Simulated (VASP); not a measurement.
Write the native input for VASP 6.6.1 that does the following.

```yaml
Task: single point
Functional: PBE
Potentials_or_basis: VASP PAW PBE potentials, release 64 (Li_sv, F)
Cutoff: 520 eV
k_mesh: 6 × 6 × 6
Occupations: gaussian, width 0.1 eV
Spin: collinear spin, ferromagnetic start
Starting_moments: "[0.0, 0.0, 0.0, 0.0, 1.0] μB"
Dipole_correction: no
Further_INCAR_settings: ALGO = Normal; EDIFF = 1e-07; NBANDS = 22
```

The structure of Li4F lies in POSCAR:

```
Li4F
1.0
   -2.4355037700      2.4355037700      2.4355037700
    2.4355037700     -2.4355037700      2.4355037700
    2.4355037700      2.4355037700     -2.4355037700
Li F
4 1
Direct
    0.0000000000      0.0000000000      0.5000000000
    0.0000000000      0.5000000000      0.0000000000
    0.5000000000      0.0000000000      0.0000000000
    0.5000000000      0.5000000000      0.5000000000
    0.0000000000      0.0000000000      0.0000000000
```

These files were run (other wordings do the same):

INCAR

```
SYSTEM = Li4F
PREC = Accurate
ENCUT = 520
EDIFF = 1E-7
ISMEAR = 0
SIGMA = 0.1
LREAL = .FALSE.
LASPH = .TRUE.
NELM = 150
ALGO = Normal
ISIF = 2
LWAVE = .FALSE.
LCHARG = .TRUE.
ISPIN = 2
MAGMOM = 0 0 0 0 1
LORBIT = 11
GGA = PE
LELF = .TRUE.
LVHAR = .TRUE.
NBANDS = 22
```

KPOINTS

```
regular mesh
0
G
  6 6 6
  0 0 0
```

Potentials or basis: VASP PAW PBE potentials, release 64 (Li_sv, F).

Launch:

```bash
$ cat potpaw_PBE.64/Li_sv/POTCAR potpaw_PBE.64/F/POTCAR > POTCAR
$ mpirun -np 1 vasp_std > vasp.out
```

Results of the run:

- Net moment: -0.33 μB per cell
- Valence electrons inside the program's atomic spheres: Li 2.10; F 6.11

Wall time 25 s on 1 thread of AMD EPYC 9R45 96-Core Processor (Zen 5), with other jobs on the host, peak memory 0.17 GiB.
